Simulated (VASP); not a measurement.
## FeSi16 (a cell with a defect): single point with PBEsol

System: FeSi16 (a cell with a defect).

```xyz
17
Lattice="0.0000 5.4300 5.4300 5.4300 0.0000 5.4300 5.4300 5.4300 0.0000" Properties=species:S:1:pos:R:3 pbc="T T T"
Si    0.0153   -0.0048   -0.0045
Si    1.3570    1.3575    1.3572
Si    2.7030    2.7351   -0.0121
Si    4.0651    4.0846    1.3501
Si    2.7039   -0.0114    2.7344
Si    4.0653    1.3504    4.0850
Si    5.4216    2.7064    2.7066
Si    6.7683    4.0545    4.0535
Si    0.0068    2.7216    2.7218
Si    1.3550    4.0702    4.0701
Si    2.7105    5.4251    2.7303
Si    4.0722    6.7875    4.0719
Si    2.7103    2.7303    5.4252
Si    4.0723    4.0717    6.7874
Si    5.4492    5.4188    5.4190
Si    6.8001    6.7804    6.7804
Fe    4.0548    6.7716    6.7701
```

```
Program             : VASP 6.6.1
Task                : single point
Functional          : PBEsol
Potentials or basis : VASP PAW PBE potentials, release 64 (Si, Fe)
Cutoff              : 520 eV
k mesh              : 2 × 2 × 2
Occupations         : gaussian, width 0.02 eV
Spin                : collinear spin, ferromagnetic start
Starting moments    : [0.0, 0.0, 0.0, 0.0, 0.0, 0.0, 0.0, 0.0, 0.0, 0.0, 0.0, 0.0, 0.0, 0.0, 0.0, 0.0, 1.6] μB
```

| Property | Result |
| --- | --- |
| Pressure | -0.3 GPa |
| Largest force | 0.181 eV/Å |
| Net moment | 1.50 μB per cell |
| Site moments | Si +0.01, +0.03, -0.01, +0.00 (each value once); Fe +0.96 μB |
| Valence electrons inside the program's atomic spheres | Si 1.69, 1.68, 1.70 (each value once); Fe 7.37 |

Forces in eV/Å, atoms in the order of the input:
```
Si   0.037 -0.047 -0.047
Si   0.181  0.002 -0.001
Si  -0.027  0.024 -0.027
Si  -0.015 -0.159 -0.015
Si  -0.028 -0.028  0.027
Si  -0.015 -0.015 -0.159
Si   0.060  0.060  0.060
Si  -0.018 -0.016 -0.018
Si   0.042  0.043  0.042
Si   0.002  0.002  0.002
Si  -0.048 -0.047  0.037
Si  -0.002  0.002  0.181
Si  -0.048  0.038 -0.048
Si   0.000  0.180  0.001
Si   0.027 -0.028 -0.028
Si  -0.158 -0.015 -0.015
Fe   0.008  0.006  0.008
```

Stress tensor (GPa, compression positive):
```
-0.26  0.12  0.11
 0.12 -0.26  0.12
 0.11  0.12 -0.26
```

Levels at points of the mesh, in eV from the Fermi level:
Spin up:
```csv
k point,band 35,band 36,band 37,band 38,band 39,band 40
"(0.00, 0.00, 0.00)",-0.05,-0.05,-0.04,-0.04,0.60,0.60
"(0.50, 0.00, 0.00)",-0.60,-0.11,-0.08,0.77,1.25,1.29
"(0.00, 0.50, 0.00)",-0.60,-0.11,-0.08,0.77,1.25,1.29
"(0.00, 0.00, 0.50)",-0.60,-0.11,-0.08,0.77,1.25,1.29
"(0.50, 0.50, 0.50)",-0.61,-0.09,-0.09,0.80,1.23,1.31
"(0.50, 0.50, 0.00)",-0.59,-0.57,0.12,0.81,1.30,2.02
"(0.00, 0.50, 0.50)",-0.59,-0.57,0.12,0.81,1.30,2.02
"(0.50, 0.00, 0.50)",-0.59,-0.57,0.12,0.81,1.30,2.02
```
Spin down:
```tsv
k point	band 32	band 33	band 34	band 35	band 36	band 37	band 38	band 39
(0.00, 0.00, 0.00)	-0.82	-0.12	-0.03	0.03	0.04	0.30	0.30	0.97
(0.50, 0.00, 0.00)	-1.03	-0.72	-0.20	-0.15	0.40	0.45	0.85	1.32
(0.00, 0.50, 0.00)	-1.03	-0.72	-0.20	-0.16	0.41	0.45	0.85	1.32
(0.00, 0.00, 0.50)	-1.03	-0.72	-0.20	-0.15	0.40	0.45	0.85	1.32
(0.50, 0.50, 0.50)	-1.02	-0.75	-0.16	-0.16	0.42	0.42	0.87	1.30
(0.50, 0.50, 0.00)	-1.48	-0.94	-0.16	-0.14	-0.12	0.92	0.96	1.46
(0.00, 0.50, 0.50)	-1.48	-0.94	-0.16	-0.14	-0.12	0.92	0.96	1.46
(0.50, 0.00, 0.50)	-1.48	-0.94	-0.16	-0.14	-0.12	0.92	0.96	1.46
```

It took 20 min on 1 thread of Intel Xeon 8259CL, on a shared host, peak memory 0.74 GiB.

Caveat: the k points lie up to 0.50 Å⁻¹ apart; the PAW data sets were made with another functional, which shifts forces and pressure a little.
